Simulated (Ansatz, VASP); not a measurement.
# HfN: VASP beside Ansatz

```xyz
2
Lattice="0.0000 2.3321 2.3935 2.3321 0.0000 2.3935 2.3321 2.3321 0.0000" Properties=species:S:1:pos:R:3 pbc="T T T"
Hf    0.0000    0.0000    0.0000
N     3.4981    3.4981    3.5902
```

Change from the starting cell: strain -0.050 along x and y, -0.025 along z, atoms carried along.

Alike in both runs: task single point; functional PBEsol; k mesh 16 × 16 × 16; occupations gaussian, width 0.15 eV; no spin polarisation.

|  | VASP | Ansatz |
| --- | --- | --- |
| version | VASP 6.6.1 | Ansatz 0.2.0 |
| potentials or method | VASP PAW PBE potentials, release 64 (Hf_pv, N), cutoff 520 eV | scalar-relativistic, plane waves, PAW |
| valence electrons in the cell | 15 | 31 |

```tsv
	VASP	Ansatz	Ansatz less VASP
gap on the k mesh at the Fermi level (eV)	none	none	-
pressure (GPa)	24.9	25.3	+0.44
traceless stress, the component that is largest in VASP (GPa)	-2.62	-2.65	-0.024
```

VASP's potentials were made for PBE, not for PBEsol. A gap of «none» marks a metal or a gap that the smearing closes. VASP's potentials hold 15 valence electrons a cell and Ansatz's 31, so a difference there can come from the potentials and not from the codes.

Neither program's run includes spin-orbit coupling.
